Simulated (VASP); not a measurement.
# Si: single point with PBE

Crystal: Si.

```
CELL_PARAMETERS angstrom
0.00000 2.72185 2.72185
2.72185 0.00000 2.72185
2.72185 2.72185 0.00000
ATOMIC_POSITIONS crystal
Si 0.50000 0.50000 0.50000
Si 0.75000 0.75000 0.75000
```

| Property | Result |
| --- | --- |
| Program | VASP 6.6.1 |
| Task | single point |
| Functional | PBE |
| Potentials or basis | VASP PAW PBE potentials, release 64 (Si) |
| Cutoff | 500 eV |
| k mesh | 6 × 6 × 6 |
| Occupations | fermi-dirac, width 0.02 eV |
| Spin | no spin polarisation |

The pressure is 1.3 GPa and the band gap on the k mesh is 0.72 eV, indirect (least direct gap 2.56 eV).

Levels at points of the mesh, in eV from the valence-band top:
| k point | band 2 | band 3 | band 4 | band 5 | band 6 | band 7 |
| --- | --- | --- | --- | --- | --- | --- |
| (0.00, 0.00, 0.00) | 0.00 | 0.00 | 0.00 | 2.56 | 2.56 | 2.56 |
| (0.50, 0.00, 0.00) | -6.93 | -1.19 | -1.19 | 1.51 | 3.34 | 3.34 |
| (0.50, 0.50, 0.00) | -7.79 | -2.83 | -2.83 | 0.72 | 0.72 | 10.05 |

It took 11 s on 1 thread of Intel Xeon 8259CL (shared host), peak memory 0.14 GiB.

A k mesh can miss the band edges. Expect the measured gap to be larger: semilocal functionals such as PBE lack the derivative discontinuity.
